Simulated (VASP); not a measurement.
# Mo (I4/mmm) in VASP: relaxation of cell and atoms with PBE

Aim: the relaxation of cell and atoms of Mo with PBE.

Everything below comes from runs of VASP 6.6.1. Logs are shortened: lines on timing, memory, paths and dates and some standing lists are left out, and cuts for length are marked.

**1. The cell of the first run**

It takes space group I4/mmm (No. 139, tetragonal). Conventional cell: a = 3.136 Å, b = 3.136 Å, c = 7.551 Å, α = 90.00°, β = 90.00°, γ = 90.00°. Mo (site symmetry 4mm) has 9 Mo at 2.44 to 3.14 Å within 3.2 Å.

**2. Relaxation of cell and atoms, PBE**

INCAR reads:

```
ALGO = Fast
EDIFF = 1E-6
EDIFFG = -0.01
ENCUT = 600
GGA = PE
IBRION = 2
ISIF = 3
ISMEAR = 0
LASPH = True
LCHARG = False
LREAL = False
LWAVE = False
NELM = 80
NSW = 100
PREC = Accurate
SIGMA = 0.1
```

KPOINTS reads:

```
k-points
0
Gamma
  24 24 24
```

POSCAR reads:

```
Mo
1.0
   -1.5680204791      1.5680204791      3.7754032404
    1.5680204791     -1.5680204791      3.7754032404
    1.5680204791      1.5680204791     -3.7754032404
Mo
2
Direct
    0.8387340888      0.8387340888      0.0000000000
    0.1612659112      0.1612659112      0.0000000000
```

Potentials or basis: VASP PAW PBE potentials, release 64 (Mo_sv).

The run is started by

```console
> cat potpaw_PBE.64/Mo_sv/POTCAR > POTCAR
> mpirun -np 1 vasp_std > vasp.out
```

OUTCAR:

```text
EDIFF = 1E-6
   EDIFFG = -0.01
   ENCUT = 600
   GGA = PE
   IBRION = 2
   ISIF = 3
   ISMEAR = 0
   LASPH = True
   LREAL = False
   NELM = 80
   NSW = 100
   PREC = Accurate

 ion  position               nearest neighbor table
   1  0.839  0.839  0.000-   2 2.44   2 2.59   2 2.59   2 2.59   2 2.59
   2  0.161  0.161  0.000-   1 2.44   1 2.59   1 2.59   1 2.59   1 2.59

  LATTYP: Found a body centered tetragonal cell.
 ALAT       =     3.1360409582
 C/A-ratio  =     2.4077512320

  Lattice vectors:

 A1 = (  -1.5680204791,   1.5680204791,   3.7754032404)
 A2 = (   1.5680204791,  -1.5680204791,   3.7754032404)
 A3 = (   1.5680204791,   1.5680204791,  -3.7754032404)

Analysis of symmetry for initial positions (statically):
=====================================================================
 Subroutine PRICEL returns:
 Original cell was already a primitive cell.

 Routine SETGRP: Setting up the symmetry group for a
 body centered tetragonal supercell.

 Subroutine GETGRP returns: Found 16 space group operations
 (whereof 16 operations were pure point group operations)
 out of a pool of 16 trial point group operations.

The static configuration has the point symmetry D_4h.

Analysis of symmetry for dynamics (positions and initial velocities):
=====================================================================
 Subroutine PRICEL returns:
 Original cell was already a primitive cell.

 Routine SETGRP: Setting up the symmetry group for a
 body centered tetragonal supercell.

 Subroutine GETGRP returns: Found 16 space group operations
 (whereof 16 operations were pure point group operations)
 out of a pool of 16 trial point group operations.

The dynamic configuration has the point symmetry D_4h.

 Subroutine INISYM returns: Found 16 space group operations
 (whereof 16 operations are pure point group operations),
 and found     1 'primitive' translations

----------------------------------------------------------------------------------------

                                     Primitive cell

  volume of cell :      37.1302

  direct lattice vectors                    reciprocal lattice vectors
    -1.568020479  1.568020479  3.775403240     0.000000000  0.318873386  0.132436184
     1.568020479 -1.568020479  3.775403240     0.318873386  0.000000000  0.132436184
     1.568020479  1.568020479 -3.775403240     0.318873386  0.318873386  0.000000000

[... 93 lines left out ...]
   PSTRESS=    0.0 pullay stress
   NELECT =      28.0000    total number of electrons
   NUPDOWN=      -1.0000    fix difference up-down
   EMIN   =  10.00;   EMAX   =-10.00  energy-range for DOS
   EFERMI =   0.00;   METHOD = LEGACY
   ISMEAR =     0;   SIGMA  =   0.10  broadening in eV -4-tet -1-fermi 0-gaus
   EFERMI_NEDOS =   21; number of points for ismear=-14 and -15
   IALGO  =     68    algorithm
   IMIX   =      4    mixing-type and parameters
     AMIX     =   0.40;   BMIX     =  1.00
     AMIX_MAG =   1.60;   BMIX_MAG =  1.00
  volume/ion in A,a.u.               =      18.57       125.28
  Fermi-wavevector in a.u.,A,eV,Ry     =   1.490111  2.815901 30.210789  2.220430
  Thomas-Fermi vector in A             =   2.602934
   LORBIT       =      0    0 simple, 1 ext, 2 COOP (PROOUT), +10 PAW based schemes
   GGA     = PE    functional components
   LHFCALC =     F    Hartree Fock is set to
   AEXX    =    0.0000 exact exchange contribution
   IVDW    =     0    specifies the selected vdW correction
   LEPSILON=     F    determine dielectric tensor
   LRPA    =     F    only Hartree local field effects (RPA)
 conjugate gradient relaxation of ions
 non-spin polarized calculation
 RMM-DIIS sequential band-by-band and
 Gauss-broadening in eV      SIGMA  =   0.10
  energy-cutoff  :      600.00
  volume of cell :       37.13
 maximum number of plane-waves:      1259
   NGX = 17   NGY = 17   NGZ = 17

--------------------------------------- Ionic step        1  -------------------------------------------

 number of electron      28.0000000 magnetization

 Free energy of the ion-electron system (eV)
  ---------------------------------------------------
  ext. energy  EPLUGINS =         0.00000000
  ---------------------------------------------------
  free energy    TOTEN  =       -20.01361211 eV

  energy without entropy =      -20.00677414  energy(sigma->0) =      -20.01019313

------------------------ aborting loop because EDIFF is reached ----------------------------------------

  FORCE on cell =-STRESS in cart. coord.  units (eV):
  Direction    XX          YY          ZZ          XY          YZ          ZX
  --------------------------------------------------------------------------------------
  -------------------------------------------------------------------------------------
  Total        0.0045340      0.0045340      0.2551683      0.0000000      0.0000000      0.0000000
  in kB        0.1956439      0.1956439     11.0105861      0.0000000      0.0000000      0.0000000
  external PRESSURE =       3.8006246 kB  Pullay stress =       0.0000000 kB
[... 239 lines left out ...]
--------------------------------------- Ionic step        8  -------------------------------------------

 number of electron      28.0000001 magnetization

 Free energy of the ion-electron system (eV)
  ---------------------------------------------------
  ext. energy  EPLUGINS =         0.00000000
  ---------------------------------------------------
  free energy    TOTEN  =       -20.01419672 eV

  energy without entropy =      -20.00711779  energy(sigma->0) =      -20.01065725

 E-fermi :   9.7014     XC(G=0): -12.1728

 val. band max:        9.7001447366   @ k =   0.5000   0.4583   0.0000
 cond. band min:       9.7028343115   @ k =  -0.4583   0.5000   0.0417
 fundamental gap:      0.0026895749
 Fermi energy:         9.7013767160

 k-point     1 :       0.0000    0.0000    0.0000
  band No.  band energies     occupation
      1     -51.1463      2.00000
      2     -50.5644      2.00000
      3     -25.8893      2.00000
      4     -25.2076      2.00000
      5     -25.2076      2.00000
      6     -24.5097      2.00000
[... 481 lines left out ...]
      5     -24.9502      2.00000
      6     -24.7630      2.00000
[... 10 lines left out ...]
     17      12.4378      0.00000
     18      13.2775      0.00000

 [... further k-points ...]

------------------------ aborting loop because EDIFF is reached ----------------------------------------

  FORCE on cell =-STRESS in cart. coord.  units (eV):
  Direction    XX          YY          ZZ          XY          YZ          ZX
  --------------------------------------------------------------------------------------
  -------------------------------------------------------------------------------------
  Total        0.0001610      0.0001610     -0.0046340      0.0000000      0.0000000      0.0000000
  in kB        0.0069421      0.0069421     -0.1997502      0.0000000      0.0000000      0.0000000
  external PRESSURE =      -0.0619553 kB  Pullay stress =       0.0000000 kB
[... 17 lines left out ...]
  FREE ENERGIE OF THE ION-ELECTRON SYSTEM (eV)
  ---------------------------------------------------
  free  energy   TOTEN  =       -20.0141967177 eV

  energy  without entropy=      -20.0071177872  energy(sigma->0) =      -20.01065725

 reached required accuracy - stopping structural energy minimisation
```

CONTCAR:

```text
Mo
   1.00000000000000
    -1.5652559278206406    1.5652559278206406    3.7926646555402193
     1.5652559278206406   -1.5652559278206406    3.7926646555402193
     1.5652559278206406    1.5652559278206406   -3.7926646555402193
  Mo
     2
Direct
     0.8389353810938154    0.8389353810938154    1.0000000000000000
     0.1610646189061847    0.1610646189061847    0.0000000000000000

  0.00000000E+00  0.00000000E+00  0.00000000E+00
  0.00000000E+00  0.00000000E+00  0.00000000E+00
```

Run time: 1.9 h. Hardware: 1 thread of Oxide Virtual Turin-like, shared host; peak memory 0.77 GiB.

What came out:

| Item | Value |
| --- | --- |
| Free energy | -20.0142 eV |
| Relaxed volume | 18.58 Å³/atom |
| Relaxed cell | a = 4.391 Å, b = 4.391 Å, c = 4.391 Å, α = 138.24°, β = 138.24°, γ = 60.54° |
| Space group after relaxing (to 0.1 Å) | I4/mmm (No. 139) |
| Energy gained by relaxing | 0.3 meV/atom |
| Ionic steps | 8 |
| Pressure after relaxing | 0.0 GPa |
| Band gap on the k mesh | zero (bands 14 and 15 overlap by 0.84 eV) |

The path:
```tsv
step	energy change (eV)	largest force (eV/Å)	pressure (GPa)	volume (Å³)
1	0.0000	0.0154	0.38	37.13
2	0.0000	0.0130	-0.90	37.37
3	-0.0004	0.0024	-0.27	37.25
4	-0.0005	0.0269	0.12	37.15
5	-0.0006	0.0212	0.00	37.18
6	-0.0006	0.0211	0.03	37.17
7	-0.0006	0.0219	0.01	37.18
8	-0.0006	0.0010	-0.01	37.17
```

Final structure:
```
Mo
1.0
    -1.56526    1.56526    3.79266
     1.56526   -1.56526    3.79266
     1.56526    1.56526   -3.79266
Mo
2
Direct
  0.83894 0.83894 0.00000
  0.16106 0.16106 0.00000
```

Levels at points of the mesh, in eV from the Fermi level:
| k point | band 10 | band 11 | band 12 | band 13 | band 14 | band 15 | band 16 | band 17 | band 18 |
| --- | --- | --- | --- | --- | --- | --- | --- | --- | --- |
| (0.00, 0.00, 0.00) | -3.98 | -2.25 | -0.68 | -0.56 | -0.11 | 0.35 | 0.35 | 0.63 | 0.63 |
| (0.50, 0.00, 0.00) | -3.75 | -2.03 | -1.95 | -1.58 | -1.41 | 1.81 | 2.17 | 2.79 | 3.83 |
| (0.50, 0.50, 0.00) | -3.17 | -2.09 | -1.71 | -1.34 | -0.01 | 2.61 | 2.70 | 2.77 | 3.02 |
| (0.50, 0.50, 0.50) | -4.37 | -3.61 | -1.34 | -1.34 | -1.31 | -0.27 | 1.22 | 3.37 | 3.37 |
